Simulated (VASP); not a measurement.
A run of VASP 6.6.1 is set up as follows.

INCAR

```
SYSTEM = Te4O
PREC = Accurate ; ENCUT = 600
EDIFF = 1E-6 ; ISMEAR = 0
SIGMA = 0.1 ; LREAL = .FALSE.
LASPH = .TRUE. ; NELM = 100
ALGO = Normal ; ISIF = 3
LWAVE = .FALSE. ; LCHARG = .FALSE.
GGA = PE ; IBRION = 2
NSW = 90 ; EDIFFG = -0.04
```

Contents of KPOINTS:

```
regular mesh
0
G
  4 4 4
  0 0 0
```

Contents of POSCAR:

```
Te4O
1.0
    5.4381208000      0.0000000000      0.0000000000
    0.0000000000      5.4381208000      0.0000000000
    0.0000000000      0.0000000000      5.4381208000
Te O
4 1
Direct
    0.2500000000      0.2500000000      0.2500000000
    0.7500000000      0.7500000000      0.2500000000
    0.2500000000      0.7500000000      0.7500000000
    0.7500000000      0.2500000000      0.7500000000
    0.0000000000      0.0000000000      0.0000000000
```

Potentials or basis: VASP PAW PBE potentials, release 64 (Te, O).

Launch:

```console
$ cat potpaw_PBE.64/Te/POTCAR potpaw_PBE.64/O/POTCAR > POTCAR
$ mpirun -np 1 vasp_std > vasp.out
```

Task: What does it give for the relaxed cell?

Result: a = 4.977 Å, b = 4.977 Å, c = 4.977 Å, α = 90.00°, β = 90.00°, γ = 90.00°.

Task: What does it give for the space group after relaxing (to 0.05 Å)?

Result: P-43m (No. 215).

Task: Estimate the relaxed volume.

Result: 24.65 Å³/atom.

Task: Predict the band gap on the k mesh.

Result: Zero (band 15 reaches 8.88 eV, above the bottom of band 16 at 6.73 eV).

Final structure:
```
Te O
1.0
     4.97686    0.00000    0.00000
     0.00000    4.97686    0.00000
     0.00000    0.00000    4.97686
Te O
4 1
Direct
  0.27644 0.27644 0.27644
  0.72356 0.72356 0.27644
  0.27644 0.72356 0.72356
  0.72356 0.27644 0.72356
  0.00000 0.00000 0.00000
```

Caveat: the volume moved by over 15 % at a fixed basis, so the end points are rough; spin-orbit coupling is left out, which moves the levels of the heavy elements.
